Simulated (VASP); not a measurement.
A run of VASP 6.6.1 is set up as follows.

INCAR

```
PREC = Accurate ; ENCUT = 520
EDIFF = 1E-6 ; ISMEAR = -1
SIGMA = 0.02 ; LREAL = F
LASPH = T ; NELM = 80
ALGO = Normal ; ISIF = 2
LWAVE = F ; LCHARG = F
GGA = PE ; NBANDS = 26
```

The input KPOINTS:

```
regular mesh
0
Gamma
  11 11 6
```

File POSCAR:

```
ZnO
1.0
    3.2709185479      0.0000000000      0.0000000000
   -1.6354592739      2.8326985562      0.0000000000
    0.0000000000      0.0000000000      5.2382632560
Zn O
2 2
Direct
    0.3333333333      0.6666666667      0.0000000000
    0.6666666667      0.3333333333      0.5000000000
    0.3333333333      0.6666666667      0.3821000000
    0.6666666667      0.3333333333      0.8821000000
```

Potentials or basis: VASP PAW PBE potentials, release 64 (Zn, O).

Launch:

```console
$ cat potpaw_PBE.64/Zn/POTCAR potpaw_PBE.64/O/POTCAR > POTCAR
$ mpirun -np 1 vasp_std > vasp.out
```

Problem. What does it give for the largest force?

Solution. 0.032 eV/Å.

Problem. Estimate the band gap on the k mesh.

Solution. 0.76 eV, direct.

Problem. Estimate the pressure.

Solution. 3.1 GPa.

Forces on the atoms (eV/Å):
```
Zn   0.000  0.000  0.032
Zn   0.000  0.000  0.032
O    0.000  0.000 -0.032
O    0.000  0.000 -0.032
```
